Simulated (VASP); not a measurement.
Write the native input for VASP 6.6.1 that does the following.

```
Task                               : single point
Functional                         : HSE06
Potentials or basis                : VASP PAW PBE potentials, release 64 (Ga_d, As)
Cutoff                             : 520 eV
k mesh                             : 4 × 4 × 4
Occupations                        : gaussian, width 0.01 eV
Spin                               : no spin polarisation
Dipole correction                  : no
Grid for exact exchange (PRECFOCK) : Normal
Further INCAR settings             : ALGO = Normal; EDIFF = 1e-06; NBANDS = 16
Screening parameter                : 0.2079 1/Å
```

Crystal: GaAs.

```
Ga As
1.0
     0.00000    2.83309    2.83309
     2.83309    0.00000    2.83309
     2.83309    2.83309    0.00000
Ga As
1 1
Cartesian
  0.0000 0.0000 0.0000
  1.4165 1.4165 1.4165
```

These files were run (other wordings do the same):

POSCAR

```
GaAs
1.0
    0.0000000000      2.8330850957      2.8330850957
    2.8330850957      0.0000000000      2.8330850957
    2.8330850957      2.8330850957      0.0000000000
Ga As
1 1
Direct
    0.0000000000      0.0000000000      0.0000000000
    0.2500000000      0.2500000000      0.2500000000
```

INCAR.step1

```
ALGO     = Normal         # electronic algorithm
EDIFF    = 1E-5           # SCF threshold, eV
ENCUT    = 520            # plane-wave cutoff, eV
GGA      = PE             # functional
ISIF     = 2              # what is computed and relaxed
ISMEAR   = 0              # smearing method
LASPH    = T              # aspherical terms in the spheres
LCHARG   = F              # write CHGCAR
LREAL    = F              # projectors in reciprocal space
LWAVE    = T              # write WAVECAR
NBANDS   = 16             # bands
NELM     = 60             # most SCF steps
PREC     = Accurate       # precision mode
SIGMA    = 0.01           # smearing width, eV
```

INCAR.step2

```
ALGO     = Normal         # electronic algorithm
EDIFF    = 1E-6           # SCF threshold, eV
ENCUT    = 520            # plane-wave cutoff, eV
GGA      = PE             # functional
HFSCREEN = 0.2079         # screening, 1/A
ISIF     = 2              # what is computed and relaxed
ISMEAR   = 0              # smearing method
ISTART   = 1            
LASPH    = T              # aspherical terms in the spheres
LCHARG   = F              # write CHGCAR
LHFCALC  = T              # exact exchange
LREAL    = F              # projectors in reciprocal space
LWAVE    = F              # write WAVECAR
NBANDS   = 16             # bands
NELM     = 60             # most SCF steps
PREC     = Accurate       # precision mode
PRECFOCK = Normal       
SIGMA    = 0.01           # smearing width, eV
```

KPOINTS

```
k-points
0
Gamma
  4 4 4
```

Potentials or basis: VASP PAW PBE potentials, release 64 (Ga_d, As).

The run is started by

```bash
$ cat potpaw_PBE.64/Ga_d/POTCAR potpaw_PBE.64/As/POTCAR > POTCAR
$ cp INCAR.step1 INCAR
$ mpirun -np 1 vasp_std > vasp.out
$ cp INCAR.step2 INCAR
$ mpirun -np 1 vasp_std > vasp.out
```

It gave:

```yaml
Pressure: 0.8 GPa
Band_gap_on_the_k_mesh: 1.41 eV, direct
```

Caveat: the k points lie up to 0.48 Å⁻¹ apart; the PAW data sets were made with another functional, which shifts forces and pressure a little.

It took 5.5 min on 1 thread of Intel(R) Xeon(R) 6975P-C (Granite Rapids) (shared host), peak memory 0.27 GiB.
